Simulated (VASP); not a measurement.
# BaNaF (P-6m2) in VASP: further runs

Runs on BaNaF. Level: PBE. Tasks: single point, relaxation of cell and atoms.

All numbers are computed with VASP 6.6.1; they aren't measurements. Logs are shortened: lines on timing, memory, paths and dates and some standing lists are left out, and cuts for length are marked.

## 1. The cell of the first run

The structure is hexagonal, space group P-6m2 (No. 187). The conventional cell has a = 4.427 Å, b = 4.427 Å, c = 4.370 Å, α = 90.00°, β = 90.00°, γ = 120.00°. Na (site symmetry -6m2) has 6 Ba at 3.36 Å and 6 F at 3.36 Å and 8 Na at 4.37 to 4.43 Å within 4.5 Å. Ba (site symmetry -6m2) has 3 F at 2.56 Å and 6 Na at 3.36 Å within 3.4 Å. Within 3.4 Å of F (site symmetry -6m2) lie 3 Ba at 2.56 Å and 6 Na at 3.36 Å.

The cell was generated, and may not be a known phase.

## 2. Single point, PBE

Input file INCAR:

```
SYSTEM = BaNaF
ALGO     = Normal         ! electronic algorithm
EDIFF    = 1E-6           ! SCF threshold, eV
ENCUT    = 1130           ! plane-wave cutoff, eV
GGA      = PE             ! functional
GGA_COMPAT= .False.      
ISIF     = 2              ! what is computed and relaxed
ISMEAR   = 0              ! smearing method
LASPH    = .True.         ! aspherical terms in the spheres
LCHARG   = .True.         ! write CHGCAR
LELF     = .True.         ! ELF
LREAL    = .False.        ! projectors in reciprocal space
LVHAR    = .True.       
LWAVE    = .False.        ! write WAVECAR
NBANDS   = 20             ! bands
NELM     = 120            ! most SCF steps
PREC     = Accurate       ! precision mode
SIGMA    = 0.1            ! smearing width, eV
```

Input file KPOINTS:

```
k-points
0
Gamma
  6 6 4
  0 0 0
```

Input file POSCAR:

```
BaNaF
1.0
    4.4271390600      0.0000000000      0.0000000000
   -2.2135695300      3.8340148900      0.0000000000
    0.0000000000      0.0000000000      4.3696844000
Na Ba F
1 1 1
Direct
    0.0000000000      0.0000000000      0.0000000000
    0.3333333300      0.6666666700      0.5000000000
    0.6666666700      0.3333333300      0.5000000000
```

Potentials or basis: VASP PAW PBE potentials, release 64 (Na_sv, Ba_sv, F).

Started as:

```bash
$ cat potpaw_PBE.64/Na_sv/POTCAR potpaw_PBE.64/Ba_sv/POTCAR potpaw_PBE.64/F/POTCAR > POTCAR
$ mpirun -np 1 vasp_std > vasp.out
```

OUTCAR:

```text
SYSTEM = BaNaF
   EDIFF = 1E-6
   ENCUT = 1130
   GGA = PE
   ISIF = 2
   ISMEAR = 0
   LASPH = .True.
   LREAL = .False.
   NELM = 120
   PREC = Accurate

 ion  position               nearest neighbor table
   1  0.000  0.000  0.000-
   2  0.333  0.667  0.500-   3 2.56   3 2.56   3 2.56
   3  0.667  0.333  0.500-   2 2.56   2 2.56   2 2.56

  LATTYP: Found a hexagonal cell.
 ALAT       =     4.4271390600
 C/A-ratio  =     0.9870221696

  Lattice vectors:

 A1 = (   4.4271390600,   0.0000000000,   0.0000000000)
 A2 = (  -2.2135695300,   3.8340148900,   0.0000000000)
 A3 = (   0.0000000000,   0.0000000000,   4.3696844000)

Analysis of symmetry for initial positions (statically):
=====================================================================
 Subroutine PRICEL returns:
 Original cell was already a primitive cell.

 Routine SETGRP: Setting up the symmetry group for a
 hexagonal supercell.

 Subroutine GETGRP returns: Found 12 space group operations
 (whereof 12 operations were pure point group operations)
 out of a pool of 24 trial point group operations.

The static configuration has the point symmetry D_3h.

Analysis of symmetry for dynamics (positions and initial velocities):
=====================================================================
 Subroutine PRICEL returns:
 Original cell was already a primitive cell.

 Routine SETGRP: Setting up the symmetry group for a
 hexagonal supercell.

 Subroutine GETGRP returns: Found 12 space group operations
 (whereof 12 operations were pure point group operations)
 out of a pool of 24 trial point group operations.

The dynamic configuration has the point symmetry D_3h.

 Subroutine INISYM returns: Found 12 space group operations
 (whereof 12 operations are pure point group operations),
 and found     1 'primitive' translations

----------------------------------------------------------------------------------------

                                     Primitive cell

  volume of cell :      74.1698

  direct lattice vectors                    reciprocal lattice vectors
     4.427139060  0.000000000  0.000000000     0.225879510  0.130411596  0.000000000
    -2.213569530  3.834014890  0.000000000     0.000000000  0.260823192  0.000000000
     0.000000000  0.000000000  4.369684400     0.000000000  0.000000000  0.228849479

  length of vectors
     4.427139060  4.427139058  4.369684400     0.260823191  0.260823192  0.228849479

  position of ions in fractional coordinates (direct lattice)
     0.000000000  0.000000000  0.000000000
     0.333333330  0.666666670  0.500000000
     0.666666670  0.333333330  0.500000000

  ion indices of the primitive-cell ions
   primitive index   ion index
                 1           1
                 2           2
                 3           3

----------------------------------------------------------------------------------------

 KPOINTS: k-points

Automatic generation of k-mesh.
 Grid dimensions read from file:
 generate k-points for:    6    6    4

 Generating k-lattice:

  Cartesian coordinates                     Fractional coordinates (reciprocal lattice)
     0.037646585  0.021735266  0.000000000     0.166666667 -0.000000000  0.000000000
     0.000000000  0.043470532  0.000000000     0.000000000  0.166666667  0.000000000
     0.000000000  0.000000000  0.057212370     0.000000000  0.000000000  0.250000000

  Length of vectors
     0.043470532  0.043470532  0.057212370

  Shift w.r.t. Gamma in fractional coordinates (k-lattice)
     0.000000000  0.000000000  0.000000000

 Subroutine IBZKPT returns following result:
 ===========================================

 Found     21 irreducible k-points:

 Following reciprocal coordinates:
            Coordinates               Weight
  0.000000  0.000000  0.000000      1.000000
  0.166667 -0.000000  0.000000      6.000000
  0.333333  0.000000  0.000000      6.000000
  0.500000 -0.000000  0.000000      3.000000
  0.166667  0.166667  0.000000      6.000000
  0.333333  0.166667  0.000000     12.000000
[... 13 lines left out ...]
  0.333333  0.166667  0.500000     12.000000
  0.333333  0.333333  0.500000      2.000000
   k-points           NKPTS =     21   k-points in BZ     NKDIM =     21   number of bands    NBANDS=     20
   number of dos      NEDOS =    301   number of ions     NIONS =      3
   total plane-waves  NPLWV = 120000
   dimension x,y,z NGX =    50 NGY =   50 NGZ =   48
   dimension x,y,z NGXF=   100 NGYF=  100 NGZF=   96
   ions per type =               1   1   1
   NGX,Y,Z   is equivalent  to a cutoff of  18.78, 18.78, 18.26 a.u.
   NGXF,Y,Z  is equivalent  to a cutoff of  37.55, 37.55, 36.52 a.u.
 SYSTEM =  BaNaF
   PREC   = accura    normal or accurate (medium, high low for compatibility)
   ISTART =      0    job   : 0-new  1-cont  2-samecut
   ICHARG =      2    charge: 1-file 2-atom 10-const
   ISPIN  =      1    spin polarized calculation?
   LNONCOLLINEAR =      F non collinear calculations
   LSORBIT =      F    spin-orbit coupling
   LASPH  =      T    aspherical Exc in radial PAW
   ENCUT  = 1130.0 eV  83.05 Ry    9.11 a.u.  12.13 12.13 11.98*2*pi/ulx,y,z
   NELM   =    120;   NELMIN=  2; NELMDL= -5     # of ELM steps
   EDIFF  = 0.1E-05   stopping-criterion for ELM
   LREAL  =      F    real-space projection
   EDIFFG = 0.1E-04   stopping-criterion for IOM
   NSW    =      0    number of steps for IOM
   IBRION =     -1    ionic relax: 0-MD 1-quasi-New 2-CG
   NFREE  =      0    steps in history (QN), initial steepest desc. (CG)
   ISIF   =      2    stress and relaxation
   ISYM   =      2    0-nonsym 1-usesym 2-fastsym
   POTIM  = 0.5000    time-step for ionic-motion
   TEBEG  =    0.0;   TEEND  =   0.0 temperature during run
   PSTRESS=    0.0 pullay stress
   NELECT =      26.0000    total number of electrons
   NUPDOWN=      -1.0000    fix difference up-down
   EMIN   =  10.00;   EMAX   =-10.00  energy-range for DOS
   EFERMI =   0.00;   METHOD = LEGACY
   ISMEAR =     0;   SIGMA  =   0.10  broadening in eV -4-tet -1-fermi 0-gaus
   EFERMI_NEDOS =   21; number of points for ismear=-14 and -15
   IALGO  =     38    algorithm
   IMIX   =      4    mixing-type and parameters
     AMIX     =   0.40;   BMIX     =  1.00
     AMIX_MAG =   1.60;   BMIX_MAG =  1.00
  volume/ion in A,a.u.               =      24.72       166.84
[... 9 lines left out ...]
 non-spin polarized calculation
 Gauss-broadening in eV      SIGMA  =   0.10
  energy-cutoff  :     1130.00
  volume of cell :       74.17
 maximum number of plane-waves:      6426
 NGX is ok and might be reduce to    50
   NGX = 25   NGY = 25   NGZ = 23

 number of electron      25.9999996 magnetization

 Free energy of the ion-electron system (eV)
  ---------------------------------------------------
  ext. energy  EPLUGINS =         0.00000000
  ---------------------------------------------------
  free energy    TOTEN  =        -9.11341876 eV

  energy without entropy =       -9.11035890  energy(sigma->0) =       -9.11188883

 E-fermi :   3.3476     XC(G=0):  -8.5183

 val. band max:        3.3072266007   @ k =   0.1667  -0.0000   0.5000
 cond. band min:       3.3633410129   @ k =   0.0000   0.0000   0.5000
 fundamental gap:      0.0561144122
 Fermi energy:         3.3475754758

 k-point     1 :       0.0000    0.0000    0.0000
  band No.  band energies     occupation
      1     -50.0191      2.00000
      2     -25.4488      2.00000
      3     -22.0040      2.00000
      4     -21.9379      2.00000
      5     -21.9379      2.00000
      6     -21.2752      2.00000
[... 12 lines left out ...]
     19       9.4641      0.00000
     20      10.4827      0.00000

 k-point     2 :       0.1667   -0.0000    0.0000
  band No.  band energies     occupation
      1     -50.0191      2.00000
      2     -25.4154      2.00000
      3     -22.0037      2.00000
      4     -21.9383      2.00000
      5     -21.9383      2.00000
      6     -21.3415      2.00000
[... 12 lines left out ...]
     19       8.9968      0.00000
     20      10.1303      0.00000

 k-point     3 :       0.3333    0.0000    0.0000
  band No.  band energies     occupation
      1     -50.0190      2.00000
      2     -25.3458      2.00000
      3     -22.0030      2.00000
      4     -21.9400      2.00000
      5     -21.9391      2.00000
      6     -21.4746      2.00000
[... 12 lines left out ...]
     19       8.6163      0.00000
     20       9.4767      0.00000

 k-point     4 :       0.5000   -0.0000    0.0000
  band No.  band energies     occupation
      1     -50.0190      2.00000
      2     -25.3095      2.00000
      3     -22.0027      2.00000
      4     -21.9417      2.00000
      5     -21.9394      2.00000
      6     -21.5412      2.00000
[... 12 lines left out ...]
     19       9.0913      0.00000
     20       9.4765      0.00000

 k-point     5 :       0.1667    0.1667    0.0000
  band No.  band energies     occupation
      1     -50.0190      2.00000
      2     -25.3636      2.00000
      3     -22.0031      2.00000
      4     -21.9407      2.00000
      5     -21.9378      2.00000
      6     -21.4409      2.00000
[... 12 lines left out ...]
     19       8.6558      0.00000
     20       9.3318      0.00000

 k-point     6 :       0.3333    0.1667    0.0000
  band No.  band energies     occupation
      1     -50.0190      2.00000
      2     -25.3095      2.00000
      3     -22.0027      2.00000
      4     -21.9450      2.00000
      5     -21.9375      2.00000
      6     -21.5394      2.00000
[... 12 lines left out ...]
     19       8.5285      0.00000
     20       9.2573      0.00000

 k-point     7 :       0.3333    0.3333    0.0000
  band No.  band energies     occupation
      1     -50.0190      2.00000
      2     -25.2910      2.00000
      3     -22.0025      2.00000
      4     -21.9491      2.00000
      5     -21.9368      2.00000
      6     -21.5702      2.00000
[... 12 lines left out ...]
     19       8.2584      0.00000
     20       9.0611      0.00000
[... 208 lines left out ...]
 k-point    17 :       0.3333    0.0000    0.5000
  band No.  band energies     occupation
      1     -50.0189      2.00000
      2     -25.3258      2.00000
      3     -22.0072      2.00000
      4     -21.9418      2.00000
      5     -21.9383      2.00000
      6     -21.4708      2.00000
[... 12 lines left out ...]
     19       8.5411      0.00000
     20       9.5178      0.00000

 k-point    18 :       0.5000   -0.0000    0.5000
  band No.  band energies     occupation
      1     -50.0189      2.00000
      2     -25.2880      2.00000
      3     -22.0096      2.00000
      4     -21.9434      2.00000
      5     -21.9386      2.00000
      6     -21.5385      2.00000
[... 12 lines left out ...]
     19       8.8317      0.00000
     20       9.5472      0.00000

 k-point    19 :       0.1667    0.1667    0.5000
  band No.  band energies     occupation
      1     -50.0189      2.00000
      2     -25.3444      2.00000
      3     -22.0059      2.00000
      4     -21.9408      2.00000
      5     -21.9383      2.00000
      6     -21.4374      2.00000
[... 12 lines left out ...]
     19       8.4965      0.00000
     20       9.6907      0.00000

 k-point    20 :       0.3333    0.1667    0.5000
  band No.  band energies     occupation
      1     -50.0189      2.00000
      2     -25.2881      2.00000
      3     -22.0085      2.00000
      4     -21.9426      2.00000
      5     -21.9393      2.00000
      6     -21.5391      2.00000
[... 12 lines left out ...]
     19       9.0867      0.00000
     20       9.8954      0.00000

 k-point    21 :       0.3333    0.3333    0.5000
  band No.  band energies     occupation
      1     -50.0189      2.00000
      2     -25.2688      2.00000
      3     -22.0084      2.00000
      4     -21.9422      2.00000
      5     -21.9408      2.00000
      6     -21.5742      2.00000
[... 12 lines left out ...]
     19       9.7888      0.00000
     20      10.4631      0.00000

------------------------ aborting loop because EDIFF is reached ----------------------------------------

  FORCE on cell =-STRESS in cart. coord.  units (eV):
  Direction    XX          YY          ZZ          XY          YZ          ZX
  --------------------------------------------------------------------------------------
  -------------------------------------------------------------------------------------
  Total        3.4336056      3.4336056      5.4298476     -0.0000000      0.0000000      0.0000000
  in kB       74.1709707     74.1709707    117.2927575     -0.0000000      0.0000000      0.0000000
  external PRESSURE =      88.5448996 kB  Pullay stress =       0.0000000 kB

 VOLUME and BASIS-vectors are now :
 -----------------------------------------------------------------------------
  energy-cutoff  :     1130.00
  volume of cell :       74.17
      direct lattice vectors                 reciprocal lattice vectors
     4.427139060  0.000000000  0.000000000     0.225879510  0.130411596  0.000000000
    -2.213569530  3.834014890  0.000000000     0.000000000  0.260823192  0.000000000
     0.000000000  0.000000000  4.369684400     0.000000000  0.000000000  0.228849479

 POSITION                                       TOTAL-FORCE (eV/Angst)
 -----------------------------------------------------------------------------------
      0.00000      0.00000      0.00000         0.000000     -0.000000      0.000000
     -0.00000      2.55601      2.18484         0.000000     -0.000000      0.000000
      2.21357      1.27800      2.18484        -0.000000      0.000000      0.000000
 -----------------------------------------------------------------------------------
    total drift:                               -0.000033      0.000019      0.000000

  FREE ENERGIE OF THE ION-ELECTRON SYSTEM (eV)
  ---------------------------------------------------
  free  energy   TOTEN  =        -9.1134187578 eV

  energy  without entropy=       -9.1103589017  energy(sigma->0) =       -9.11188883
```

Wall time 48 s (1 thread of Intel Xeon Platinum 8559C (Emerald Rapids), shared host); peak memory 0.38 GiB.

Results:

```yaml
Free_energy: -9.1134 eV
Pressure: 8.9 GPa
Band_gap_on_the_k_mesh: zero (bands 13 and 14 overlap by 0.39 eV)
```

Caveat: the cell stands under pressure; spin-orbit coupling is left out, which moves the levels of the heavy elements.

## 3. Relaxation of cell and atoms, PBE

Input file INCAR:

```
  ALGO = Normal
  EDIFF = 1E-7
  EDIFFG = -0.04
  ENCUT = 1130
  GGA = PE
  GGA_COMPAT = False
  IBRION = 2
  ISIF = 3
  ISMEAR = 0
  LASPH = True
  LCHARG = False
  LREAL = False
  LWAVE = False
  NELM = 120
  NELMIN = 4
  NSW = 90
  PREC = Accurate
  SIGMA = 0.1
```

Input file KPOINTS:

```
k-points
0
Gamma
  6 6 4
```

POSCAR is that of step 2.

Potentials or basis: VASP PAW PBE potentials, release 64 (Na_sv, Ba_sv, F).

Started as:

```bash
$ cat potpaw_PBE.64/Na_sv/POTCAR potpaw_PBE.64/Ba_sv/POTCAR potpaw_PBE.64/F/POTCAR > POTCAR
$ mpirun -np 1 vasp_std > vasp.out
```

Run time: 8.8 min. Hardware: 1 thread of Intel Xeon Platinum 8259CL at 2.50GHz (Skylake/Cascade Lake), shared host; peak memory 0.43 GiB.

The run converged. Its results:

| Property | Result |
| --- | --- |
| Free energy | -10.1800 eV |
| Relaxed volume | 36.23 Å³/atom |
| Relaxed cell | a = 4.499 Å, b = 4.499 Å, c = 6.201 Å, α = 90.00°, β = 90.00°, γ = 120.00° |
| Space group after relaxing (to 0.1 Å) | P-6m2 (No. 187) |
| Energy gained by relaxing | 355.5 meV/atom |
| Ionic steps | 8 |
| Pressure after relaxing | -0.1 GPa |
| Band gap on the k mesh | zero (bands 13 and 14 overlap by 0.70 eV) |

Step by step:
| step | energy change (eV) | largest force (eV/Å) | pressure (GPa) | volume (Å³) |
| --- | --- | --- | --- | --- |
| 1 | 0.0000 | 0.0000 | 8.89 | 74.17 |
| 2 | -0.5342 | 0.0000 | 1.92 | 89.86 |
| 3 | -0.6138 | 0.0000 | -0.02 | 98.44 |
| 4 | -0.6200 | 0.0000 | -0.56 | 101.80 |
| 5 | -0.7973 | 0.0000 | -0.53 | 103.79 |
| 6 | -1.0659 | 0.0000 | 0.21 | 107.60 |
| 7 | -1.0661 | 0.0000 | 0.18 | 107.52 |
| 8 | -1.0665 | 0.0000 | -0.06 | 108.69 |

Final structure:
```
Na Ba F
1.0
     4.49889    0.00000    0.00000
    -2.24945    3.89615    0.00000
     0.00000    0.00000    6.20084
Na Ba F
1 1 1
Direct
  0.00000 0.00000 0.00000
  0.33333 0.66667 0.50000
  0.66667 0.33333 0.50000
```

Levels at points of the mesh, in eV from the Fermi level:
```tsv
k point	band 11	band 12	band 13	band 14	band 15	band 16
(0.00, 0.00, 0.00)	-6.44	-5.86	-2.36	1.01	2.21	3.27
(0.50, 0.00, 0.00)	-6.02	-5.92	-0.37	0.43	1.07	1.84
(0.00, 0.00, 0.50)	-6.44	-5.88	-1.21	-0.59	2.01	3.04
(0.50, 0.00, 0.50)	-6.04	-5.92	-0.11	0.65	1.10	2.25
```

Caveat: the volume moved by over 15 % at a fixed basis, so the end points are rough; spin-orbit coupling is left out, which moves the levels of the heavy elements.

## 4. Single point, PBE

This run uses another cell than the first one, of 38.29 Å³/atom.

Input file INCAR:

```
ALGO = Normal
EDIFF = 1E-6
ENCUT = 1130
GGA = PE
GGA_COMPAT = False
ISIF = 2
ISMEAR = 0
LASPH = True
LCHARG = False
LREAL = False
LWAVE = False
NBANDS = 20
NELM = 120
PREC = Accurate
SIGMA = 0.1
```

KPOINTS is that of step 3.

Input file POSCAR:

```
BaNaF
1.0
    4.4421971862      0.0000000000      0.0000000000
   -2.2210985931      3.8470556119      0.0000000000
    0.0000000000      0.0000000000      6.7221212626
Na Ba F
1 1 1
Direct
    0.0000000000      0.0000000000      0.0000000000
    0.3333333333      0.6666666667      0.5000000000
    0.6666666667      0.3333333333      0.5000000000
```

Started as:

```bash
$ cat potpaw_PBE.64/Na_sv/POTCAR potpaw_PBE.64/Ba_sv/POTCAR potpaw_PBE.64/F/POTCAR > POTCAR
$ mpirun -np 1 vasp_std > vasp.out
```

Wall time 94 s (1 thread of AMD EPYC 9R45 (Zen 5), shared host); peak memory 0.51 GiB.

It converged, with:

- Free energy: -10.2924 eV
- Pressure: 0.4 GPa
- Band gap on the k mesh: zero (bands 13 and 14 overlap by 1.00 eV)

Stress tensor (GPa, compression positive):
```
0.54 0.00 0.00
0.00 0.54 0.00
0.00 0.00 0.10
```

Levels at points of the mesh, in eV from the Fermi level:
```csv
k point,band 9,band 10,band 11,band 12,band 13,band 14,band 15,band 16,band 17,band 18
"(0.00, 0.00, 0.00)",-14.31,-6.76,-6.76,-6.16,-2.37,0.88,1.50,3.22,3.22,4.01
"(0.50, 0.00, 0.00)",-14.24,-6.64,-6.34,-6.19,-0.31,0.44,0.84,1.73,2.55,3.97
"(0.00, 0.00, 0.50)",-14.31,-6.76,-6.76,-6.17,-1.43,-0.86,1.67,3.10,3.10,4.06
"(0.50, 0.00, 0.50)",-14.24,-6.64,-6.35,-6.19,-0.10,0.52,0.98,1.89,2.33,3.30
```

Caveat: spin-orbit coupling is left out, which moves the levels of the heavy elements.

## 5. The runs side by side

| task | cell | gap on the mesh (eV) | pressure (GPa) |
| --- | --- | --- | --- |
| single point | a = 4.427, b = 4.427, c = 4.370 Å, angles 90.0, 90.0, 120.0°, 3 atoms | none | 8.9 |
| relaxation of cell and atoms | relaxed from a = 4.427, b = 4.427, c = 4.370 Å, angles 90.0, 90.0, 120.0°, 3 atoms | none | -0.1 |
| single point | a = 4.442, b = 4.442, c = 6.722 Å, angles 90.0, 90.0, 120.0°, 3 atoms | none | 0.4 |

Alike in all rows: level PBE; potentials or basis VASP PAW PBE potentials, release 64 (Na_sv, Ba_sv, F); no spin polarisation; k mesh 6 × 6 × 4; cutoff (eV) 1130; smearing gaussian 0.1 eV.

Caveats: spin-orbit coupling is left out, which moves the levels of the heavy elements; the cell stands under pressure (at least some runs); the volume moved by over 15 % at a fixed basis, so the end points are rough (at least some runs).

Total energies depend on the potentials used, so only differences within one code and one set of settings carry meaning.

The gap in the log of VASP goes by the Fermi energy; the results here count the filled bands.